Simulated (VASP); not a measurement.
# Si (P1) in VASP: single point with PBE

Aim: the single point of Si with PBE.

All numbers are computed with VASP 6.6.1; they aren't measurements. Logs are shortened: lines on timing, memory, paths and dates and some standing lists are left out, and cuts for length are marked.

## Step 1: The cell of the first run

The typed cell holds 8 atoms: a = 5.431 Å, b = 5.431 Å, c = 5.431 Å, α = 90.00°, β = 90.00°, γ = 90.00°.

## Step 2: Single point, PBE

INCAR reads:

```
ALGO = Normal
EDIFF = 1E-6
ENCUT = 500
GGA = PE
GGA_COMPAT = False
ISIF = 2
ISMEAR = 0
LASPH = True
LCHARG = False
LREAL = False
LWAVE = False
NBANDS = 26
NELM = 120
PREC = Accurate
SIGMA = 0.01
```

KPOINTS reads:

```
k-points
0
Gamma
  1 1 1
```

POSCAR reads:

```
Si
1.0
    5.4310000000      0.0000000000      0.0000000000
    0.0000000000      5.4310000000      0.0000000000
    0.0000000000      0.0000000000      5.4310000000
Si
8
Direct
    0.0098210000     -0.0001650000     -0.0000370000
   -0.0001570000      0.4901600000      0.4998150000
    0.5000140000     -0.0000670000      0.5151410000
    0.4998640000      0.4999350000     -0.0000660000
    0.2498980000      0.2598010000      0.2499750000
    0.2498350000      0.7500390000      0.7398280000
    0.7599260000      0.2499790000      0.7501620000
    0.7498370000      0.7498570000      0.2501160000
```

Potentials or basis: VASP PAW PBE potentials, release 64 (Si).

Command:

```bash
> cat potpaw_PBE.64/Si/POTCAR > POTCAR
> mpirun -np 1 vasp_gam > vasp.out
```

OUTCAR:

```text
EDIFF = 1E-6
   ENCUT = 500
   GGA = PE
   ISIF = 2
   ISMEAR = 0
   LASPH = True
   LREAL = False
   NELM = 120
   PREC = Accurate

 ion  position               nearest neighbor table
   1  0.010  1.000  1.000-   7 2.35   6 2.35   5 2.35   8 2.38
   2  1.000  0.490  0.500-   7 2.29   5 2.29   6 2.35   8 2.38
   3  0.500  1.000  0.515-   6 2.28   7 2.34   8 2.40   5 2.43
   4  0.500  0.500  1.000-   5 2.32   8 2.35   7 2.38   6 2.38
   5  0.250  0.260  0.250-   2 2.29   4 2.32   1 2.35   3 2.43
   6  0.250  0.750  0.740-   3 2.28   2 2.35   1 2.35   4 2.38
   7  0.760  0.250  0.750-   2 2.29   3 2.34   1 2.35   4 2.38
   8  0.750  0.750  0.250-   4 2.35   2 2.38   1 2.38   3 2.40

  LATTYP: Found a simple cubic cell.
 ALAT       =     5.4310000000

  Lattice vectors:

 A1 = (   5.4310000000,   0.0000000000,   0.0000000000)
 A2 = (   0.0000000000,   5.4310000000,   0.0000000000)
 A3 = (   0.0000000000,   0.0000000000,   5.4310000000)

Analysis of symmetry for initial positions (statically):
=====================================================================
 Subroutine PRICEL returns:
 Original cell was already a primitive cell.

 Routine SETGRP: Setting up the symmetry group for a
 simple cubic supercell.

 Subroutine GETGRP returns: Found  1 space group operations
 (whereof  1 operations were pure point group operations)
 out of a pool of 48 trial point group operations.

The static configuration has the point symmetry C_1 .

Analysis of symmetry for dynamics (positions and initial velocities):
=====================================================================
 Subroutine PRICEL returns:
 Original cell was already a primitive cell.

 Routine SETGRP: Setting up the symmetry group for a
 simple cubic supercell.

 Subroutine GETGRP returns: Found  1 space group operations
 (whereof  1 operations were pure point group operations)
 out of a pool of 48 trial point group operations.

The dynamic configuration has the point symmetry C_1 .

 Subroutine INISYM returns: Found  1 space group operations
 (whereof  1 operations are pure point group operations),
 and found     1 'primitive' translations

----------------------------------------------------------------------------------------

                                     Primitive cell

  volume of cell :     160.1915

  direct lattice vectors                    reciprocal lattice vectors
     5.431000000  0.000000000  0.000000000     0.184128153  0.000000000  0.000000000
     0.000000000  5.431000000  0.000000000     0.000000000  0.184128153  0.000000000
     0.000000000  0.000000000  5.431000000     0.000000000  0.000000000  0.184128153

  length of vectors
     5.431000000  5.431000000  5.431000000     0.184128153  0.184128153  0.184128153

  position of ions in fractional coordinates (direct lattice)
     0.009821000  0.999835000  0.999963000
     0.999843000  0.490160000  0.499815000
     0.500014000  0.999933000  0.515141000
     0.499864000  0.499935000  0.999934000
     0.249898000  0.259801000  0.249975000
     0.249835000  0.750039000  0.739828000
     0.759926000  0.249979000  0.750162000
     0.749837000  0.749857000  0.250116000

  ion indices of the primitive-cell ions
   primitive index   ion index
                 1           1
                 2           2
                 3           3
                 4           4
                 5           5
                 6           6
                 7           7
                 8           8

----------------------------------------------------------------------------------------

 KPOINTS: k-points

Automatic generation of k-mesh.
 Grid dimensions read from file:
 generate k-points for:    1    1    1

 Generating k-lattice:

  Cartesian coordinates                     Fractional coordinates (reciprocal lattice)
     0.184128153  0.000000000  0.000000000     1.000000000  0.000000000  0.000000000
     0.000000000  0.184128153  0.000000000     0.000000000  1.000000000  0.000000000
     0.000000000  0.000000000  0.184128153     0.000000000  0.000000000  1.000000000

  Length of vectors
     0.184128153  0.184128153  0.184128153

  Shift w.r.t. Gamma in fractional coordinates (k-lattice)
     0.000000000  0.000000000  0.000000000

 Subroutine IBZKPT returns following result:
 ===========================================

 Found      1 irreducible k-points:

 Following reciprocal coordinates:
            Coordinates               Weight
  0.000000  0.000000  0.000000      1.000000
   k-points           NKPTS =      1   k-points in BZ     NKDIM =      1   number of bands    NBANDS=     26
   number of dos      NEDOS =    301   number of ions     NIONS =      8
   total plane-waves  NPLWV =  64000
   dimension x,y,z NGX =    40 NGY =   40 NGZ =   40
   dimension x,y,z NGXF=    80 NGYF=   80 NGZF=   80
   ions per type =               8
   NGX,Y,Z   is equivalent  to a cutoff of  12.24, 12.24, 12.24 a.u.
   NGXF,Y,Z  is equivalent  to a cutoff of  24.49, 24.49, 24.49 a.u.
 SYSTEM =  unknown system
   PREC   = accura    normal or accurate (medium, high low for compatibility)
   ISTART =      0    job   : 0-new  1-cont  2-samecut
   ICHARG =      2    charge: 1-file 2-atom 10-const
   ISPIN  =      1    spin polarized calculation?
   LNONCOLLINEAR =      F non collinear calculations
   LSORBIT =      F    spin-orbit coupling
   LASPH  =      T    aspherical Exc in radial PAW
   ENCUT  =  500.0 eV  36.75 Ry    6.06 a.u.   9.90  9.90  9.90*2*pi/ulx,y,z
   NELM   =    120;   NELMIN=  2; NELMDL= -5     # of ELM steps
   EDIFF  = 0.1E-05   stopping-criterion for ELM
   LREAL  =      F    real-space projection
   EDIFFG = 0.1E-04   stopping-criterion for IOM
   NSW    =      0    number of steps for IOM
   IBRION =     -1    ionic relax: 0-MD 1-quasi-New 2-CG
   NFREE  =      0    steps in history (QN), initial steepest desc. (CG)
   ISIF   =      2    stress and relaxation
   ISYM   =      2    0-nonsym 1-usesym 2-fastsym
   POTIM  = 0.5000    time-step for ionic-motion
   TEBEG  =    0.0;   TEEND  =   0.0 temperature during run
   PSTRESS=    0.0 pullay stress
   NELECT =      32.0000    total number of electrons
   NUPDOWN=      -1.0000    fix difference up-down
   EMIN   =  10.00;   EMAX   =-10.00  energy-range for DOS
   EFERMI =   0.00;   METHOD = LEGACY
   ISMEAR =     0;   SIGMA  =   0.01  broadening in eV -4-tet -1-fermi 0-gaus
   EFERMI_NEDOS =   21; number of points for ismear=-14 and -15
   IALGO  =     38    algorithm
   IMIX   =      4    mixing-type and parameters
     AMIX     =   0.40;   BMIX     =  1.00
     AMIX_MAG =   1.60;   BMIX_MAG =  1.00
  volume/ion in A,a.u.               =      20.02       135.13
  Fermi-wavevector in a.u.,A,eV,Ry     =   0.956999  1.808467 12.460868  0.915848
  Thomas-Fermi vector in A             =   2.085978
   LORBIT       =      0    0 simple, 1 ext, 2 COOP (PROOUT), +10 PAW based schemes
   GGA     = PE    functional components
   LHFCALC =     F    Hartree Fock is set to
   AEXX    =    0.0000 exact exchange contribution
   IVDW    =     0    specifies the selected vdW correction
   LEPSILON=     F    determine dielectric tensor
   LRPA    =     F    only Hartree local field effects (RPA)
 non-spin polarized calculation
 Gauss-broadening in eV      SIGMA  =   0.01
  energy-cutoff  :      500.00
  volume of cell :      160.19
 maximum number of plane-waves:      2034
 NGX is ok and might be reduce to    40
   NGX = 19   NGY = 19   NGZ = 19

 number of electron      32.0000003 magnetization

 Free energy of the ion-electron system (eV)
  ---------------------------------------------------
  ext. energy  EPLUGINS =         0.00000000
  ---------------------------------------------------
  free energy    TOTEN  =       -33.06803709 eV

  energy without entropy =      -33.06803709  energy(sigma->0) =      -33.06803709

 E-fermi :   6.3660     XC(G=0):  -9.1987

 val. band max:        6.3195907329   @ k =   0.0000   0.0000   0.0000
 cond. band min:       6.5881780343   @ k =   0.0000   0.0000   0.0000
 fundamental gap:      0.2685873014
 Fermi energy:         6.3659708009

 k-point     1 :       0.0000    0.0000    0.0000
  band No.  band energies     occupation
      1      -5.8860      2.00000
      2      -1.9264      2.00000
      3      -1.8352      2.00000
      4      -1.7407      2.00000
      5      -1.6773      2.00000
      6      -1.5951      2.00000
[... 18 lines left out ...]
     25       8.7049      0.00000
     26       9.5221      0.00000

------------------------ aborting loop because EDIFF is reached ----------------------------------------

  FORCE on cell =-STRESS in cart. coord.  units (eV):
  Direction    XX          YY          ZZ          XY          YZ          ZX
  --------------------------------------------------------------------------------------
  -------------------------------------------------------------------------------------
  Total       10.9161376     10.6050556     10.7976712      1.4610814     -0.0523848     -1.0443214
  in kB      109.1792677    106.0679374    107.9944095     14.6132087     -0.5239340    -10.4449254
  external PRESSURE =     107.7472049 kB  Pullay stress =       0.0000000 kB

 VOLUME and BASIS-vectors are now :
 -----------------------------------------------------------------------------
  energy-cutoff  :      500.00
  volume of cell :      160.19
      direct lattice vectors                 reciprocal lattice vectors
     5.431000000  0.000000000  0.000000000     0.184128153  0.000000000  0.000000000
     0.000000000  5.431000000  0.000000000     0.000000000  0.184128153  0.000000000
     0.000000000  0.000000000  5.431000000     0.000000000  0.000000000  0.184128153

 POSITION                                       TOTAL-FORCE (eV/Angst)
 -----------------------------------------------------------------------------------
      0.05334      5.43010      5.43080         0.166131     -0.089276      0.020524
      5.43015      2.66206      2.71450        -0.325767      0.833513     -0.579835
      2.71558      5.43064      2.79773         0.322500      0.746176     -0.879863
      2.71476      2.71515      5.43064         0.195412      0.357444     -0.734623
      1.35720      1.41098      1.35761         0.500462     -0.773004      0.378804
      1.35685      4.07346      4.01801        -0.437050     -0.930821      0.545768
      4.12716      1.35764      4.07413        -0.213511     -0.300645      0.933758
      4.07236      4.07247      1.35838        -0.208177      0.156612      0.315467
 -----------------------------------------------------------------------------------
    total drift:                                0.000051      0.000006     -0.000022

  FREE ENERGIE OF THE ION-ELECTRON SYSTEM (eV)
  ---------------------------------------------------
  free  energy   TOTEN  =       -33.0680370861 eV

  energy  without entropy=      -33.0680370861  energy(sigma->0) =      -33.06803709
```

Wall time 13 s (1 thread of Intel Xeon 8259CL, shared host); peak memory 0.21 GiB.

Results:

- Free energy: -33.0680 eV
- Pressure: 10.8 GPa
- Largest force: 1.198 eV/Å
- Band gap on the k mesh: 0.27 eV

Forces in eV/Å, atoms in the order of the input:
```
Si   0.166 -0.089  0.021
Si  -0.326  0.834 -0.580
Si   0.323  0.746 -0.880
Si   0.195  0.357 -0.735
Si   0.500 -0.773  0.379
Si  -0.437 -0.931  0.546
Si  -0.214 -0.301  0.934
Si  -0.208  0.157  0.315
```

Caveat: the k points lie up to 1.16 Å⁻¹ apart; forces of over 1 eV/Å act on the atoms, so gaps and moduli don't describe the material at rest. A k mesh can miss the band edges.
